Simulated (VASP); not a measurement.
Here is a VASP 6.6.1 calculation.

File INCAR:

```
SYSTEM = V
PREC     = Accurate       ! precision mode
ENCUT    = 520            ! plane-wave cutoff, eV
EDIFF    = 1E-6           ! SCF threshold, eV
ISMEAR   = 0              ! smearing method
SIGMA    = 0.15           ! smearing width, eV
LREAL    = .FALSE.        ! projectors in reciprocal space
LASPH    = .TRUE.         ! aspherical terms in the spheres
NELM     = 100            ! most SCF steps
ALGO     = Fast           ! electronic algorithm
ISIF     = 2              ! what is computed and relaxed
LWAVE    = .FALSE.        ! write WAVECAR
LCHARG   = .FALSE.        ! write CHGCAR
GGA      = PE             ! functional
NBANDS   = 12             ! bands
```

The input KPOINTS:

```
regular mesh
0
G
  24 24 24
  0 0 0
```

File POSCAR:

```
V
1.0
    0.0000000000      2.0004893288      1.7004159295
    2.0004893288      0.0000000000      1.7004159295
    2.0004893288      2.0004893288      0.0000000000
V
1
Direct
    0.0000000000      0.0000000000      0.0000000000
```

Potentials or basis: VASP PAW PBE potentials, release 64 (V_sv).

Command:

```sh
$ cat potpaw_PBE.64/V_sv/POTCAR > POTCAR
$ mpirun -np 1 vasp_std > vasp.out
```

(1) Estimate the pressure.

Results:

(1) 0.9 GPa.
